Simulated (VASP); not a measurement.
Wanted: the native input for a VASP 6.6.1 run.

* Task: single point
* Functional: BLYP
* Dispersion: D3(BJ)
* Potentials or basis: VASP PAW PBE potentials, release 64 (Ni)
* Cutoff: 600 eV
* k mesh: 12 × 12 × 7
* Occupations: fermi-dirac, width 0.05 eV
* Spin: collinear spin, ferromagnetic start
* Starting moments: [1.0, 1.0] μB
* Dipole correction: no
* Further INCAR settings: ALGO = Normal; EDIFF = 1e-06; NBANDS = 21

The structure of Ni lies in POSCAR:

```
Ni
1.0
    2.4587603875      0.0000000000      0.0000000000
   -1.2293801938      2.1293489574      0.0000000000
    0.0000000000      0.0000000000      4.0379919272
Ni
2
Direct
    0.6666666667      0.3333333333      0.7500000000
    0.3333333333      0.6666666667      0.2500000000
```

This isn't the form of Ni at room conditions, which is fcc.

These files were run (other wordings do the same):

INCAR

```
SYSTEM = Ni
  PREC = Accurate
  ENCUT = 600
  EDIFF = 1E-6
  ISMEAR = -1
  SIGMA = 0.05
  LREAL = .FALSE.
  LASPH = .TRUE.
  NELM = 200
  ALGO = Normal
  ISIF = 2
  LWAVE = .FALSE.
  LCHARG = .FALSE.
  ISPIN = 2
  MAGMOM = 1 1
  LORBIT = 11
  LMAXMIX = 4
  GGA = B5
  ALDAX = 1.0
  AGGAX = 1.0
  AGGAC = 1.0
  ALDAC = 0.0
  IVDW = 12
  VDW_S6 = 1.0
  VDW_S8 = 2.6996
  VDW_A1 = 0.4298
  VDW_A2 = 4.2359
  NBANDS = 21
  GGA_COMPAT = .FALSE.
```

KPOINTS

```
Automatic mesh
0
G
  12 12 7
  0 0 0
```

Potentials or basis: VASP PAW PBE potentials, release 64 (Ni).

Command:

```sh
$ cat potpaw_PBE.64/Ni/POTCAR > POTCAR
$ mpirun -np 1 vasp_std > vasp.out
```

It gave:

```
Pressure                                              : -0.2 GPa
Net moment                                            : 1.21 μB per cell
Site moments                                          : Ni +0.61 μB
Valence electrons inside the program's atomic spheres : Ni 9.40
Dispersion energy per atom                            : -1.083 eV
```

Caveat: the PAW data sets were made with another functional, which shifts forces and pressure a little.

Wall time 2 min on 1 thread of Intel Xeon 8259CL, on a shared host, peak memory 0.19 GiB.
